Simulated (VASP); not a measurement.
A run of VASP 6.6.1 is set up as follows.

The input INCAR:

```
SYSTEM = B5P
PREC     = Accurate       ! precision mode
ENCUT    = 500            ! plane-wave cutoff, eV
EDIFF    = 1E-7           ! SCF threshold, eV
ISMEAR   = 0              ! smearing method
SIGMA    = 0.1            ! smearing width, eV
LREAL    = .FALSE.        ! projectors in reciprocal space
LASPH    = .TRUE.         ! aspherical terms in the spheres
NELM     = 120            ! most SCF steps
ALGO     = Normal         ! electronic algorithm
ISIF     = 3              ! what is computed and relaxed
LWAVE    = .FALSE.        ! write WAVECAR
LCHARG   = .FALSE.        ! write CHGCAR
GGA      = PE             ! functional
IBRION   = 2              ! ionic algorithm
NSW      = 80             ! ionic steps
EDIFFG   = -0.025         ! ionic threshold
GGA_COMPAT= .FALSE.      
NELMIN   = 4
```

Contents of KPOINTS:

```
Automatic mesh
0
G
  4 4 2
  0 0 0
```

File POSCAR:

```
B5P
1.0
   -4.3496657010      0.0413515652     -0.0228609189
   -0.0235899743     -0.0285652044     -4.5524970347
    0.0827031304     -8.6547910815     -0.0553647761
B P
10 2
Direct
    0.4455265928      0.8061601370      0.7602756172
    0.4823514871      0.8023734084      0.2504539589
    0.5407884960      0.5346418064      0.9205733169
    0.5495497602      0.5834882450      0.4026883553
    0.7879703940      0.5737700114      0.7652343969
    0.9000911212      0.5553822833      0.2402281438
    0.4468672947      0.5043878734      0.5874396616
    0.4957357267      0.4999530214      0.1100536638
    0.1456174716      0.5042717139      0.7481371822
    0.2012643086      0.6088079935      0.2222459998
    0.4853554542      0.1998107850      0.7502076692
    0.5188818927      0.2069527215      0.2424620344
```

Potentials or basis: VASP PAW PBE potentials, release 64 (B, P).

Launch:

```sh
$ cat potpaw_PBE.64/B/POTCAR potpaw_PBE.64/P/POTCAR > POTCAR
$ mpirun -np 1 vasp_std > vasp.out
```

(1) Estimate the band gap on the k mesh.

(2) Predict the relaxed volume.

(3) What does it give for the space group after relaxing (to 0.1 Å)?

(4) Estimate the relaxed cell.

## Answers

(1) 0.88 eV (least direct gap 0.98 eV).

(2) 13.47 Å³/atom.

(3) P4mm (No. 99).

(4) a = 4.280 Å, b = 4.414 Å, c = 8.559 Å, α = 90.06°, β = 89.95°, γ = 89.98°.
